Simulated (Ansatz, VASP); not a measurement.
# Pt in VASP and in Ansatz

The input INCAR:

```
PREC = Accurate
ENCUT = 520
EDIFF = 1E-6
ISMEAR = 0
SIGMA = 0.15
LREAL = False
LASPH = True
NELM = 100
ALGO = Fast
ISIF = 2
LWAVE = False
LCHARG = False
GGA = PS
NBANDS = 11
```

KPOINTS

```
Automatic mesh
0
Gamma
  22 22 22
```

POSCAR

```
Pt
1.0
   -1.5703580750      1.5703580750      1.5842200000
    1.5703580750     -1.5703580750      1.5842200000
    1.5980819250      1.5980819250     -1.5842200000
Pt
1
Direct
    0.0000000000      0.0000000000      0.0000000000
```

Input for Ansatz:

```yaml
crystal:
  lattice:
    - [-1.570358075, 1.570358075, 1.58422]
    - [1.570358075, -1.570358075, 1.58422]
    - [1.598081925, 1.598081925, -1.58422]
  atoms:
    - { symbol: Pt, position: [0.0, 0.0, 0.0] }
basis:
  ecutwfc: 420
kpoints:
  mp_grid: { grid: [22, 22, 22] }
hamiltonian:
  xc: pbesol
scf:
  occupations: { method: gaussian, width: 0.15 }
output:
  forces: true
  stress: true
  eigenvalues: true
```

Change from the starting cell: strain +0.0175 x Voigt [0, 0, 0, 0, 0, 1], atoms carried along.

Alike in both runs: task single point; functional PBEsol; k mesh 22 × 22 × 22; occupations gaussian, width 0.15 eV; no spin polarisation.

|  | VASP | Ansatz |
| --- | --- | --- |
| version | VASP 6.6.1 | Ansatz 0.2.0 |
| potentials or method | VASP PAW PBE potentials, release 64 (Pt), cutoff 520 eV | scalar-relativistic, plane waves, PAW |
| valence electrons in the cell | 10 | 18 |

```tsv
	VASP	Ansatz	Ansatz less VASP
gap on the k mesh at the Fermi level (eV)	none	none	-
pressure (GPa)	-11.2	-10.8	+0.36
traceless stress, the component that is largest in VASP (GPa)	-2.51	-2.53	-0.016
```

VASP's potentials were made for PBE, not for PBEsol. A gap of «none» marks a metal or a gap that the smearing closes. VASP's potentials hold 10 valence electrons a cell and Ansatz's 18, so a difference there can come from the potentials and not from the codes.

Neither program's run includes spin-orbit coupling.
